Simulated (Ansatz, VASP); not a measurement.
# One calculation of GaGe, two programs

The input INCAR:

```
ALGO = Normal
EDIFF = 1E-7
ENCUT = 520
GGA = PE
ISIF = 2
ISMEAR = 0
LASPH = T
LCHARG = T
LELF = T
LREAL = F
LVHAR = T
LWAVE = F
NBANDS = 20
NELM = 100
PREC = Accurate
SIGMA = 0.1
```

File KPOINTS:

```
k-points
0
Gamma
  8 8 8
```

The input POSCAR:

```
GaGe
1.0
    0.0000000000      2.8978440000      2.8978440000
    2.8978440000      0.0000000000      2.8978440000
    2.8978440000      2.8978440000      0.0000000000
Ge Ga
1 1
Direct
    0.0000000000      0.0000000000      0.0000000000
    0.7500000000      0.7500000000      0.7500000000
```

input.yaml

```yaml
crystal:
  lattice:
    - [0.0, 2.897844, 2.897844]
    - [2.897844, 0.0, 2.897844]
    - [2.897844, 2.897844, 0.0]
  atoms:
    - { symbol: Ge, position: [0.0, 0.0, 0.0] }
    - { symbol: Ga, position: [0.75, 0.75, 0.75] }
kpoints:
  mp_grid: { grid: [8, 8, 8] }
scf:
  occupations: { method: gaussian, width: 0.1 }
hamiltonian:
  xc: pbe
  pseudopotentials: { kind: all_electron, lapw: { basis_error: 0.001 } }
output:
  forces: true
  stress: true
  eigenvalues: true
```

Alike in both runs: task single point; functional PBE; k mesh 8 × 8 × 8; occupations gaussian, width 0.1 eV; no spin polarisation.

|  | VASP | Ansatz |
| --- | --- | --- |
| version | VASP 6.6.1 | Ansatz 0.2.0 |
| potentials or method | VASP PAW PBE potentials, release 64 (Ge_d, Ga_d), cutoff 520 eV | all-electron LAPW, scalar-relativistic |

|  | VASP | Ansatz | Ansatz less VASP |
| --- | --- | --- | --- |
| gap on the k mesh at the Fermi level (eV) | none | none | - |
| pressure (GPa) | 0.3 | 0.2 | -0.04 |

A gap of «none» marks a metal or a gap that the smearing closes. Ansatz ran all-electron here, and VASP with PAW potentials.
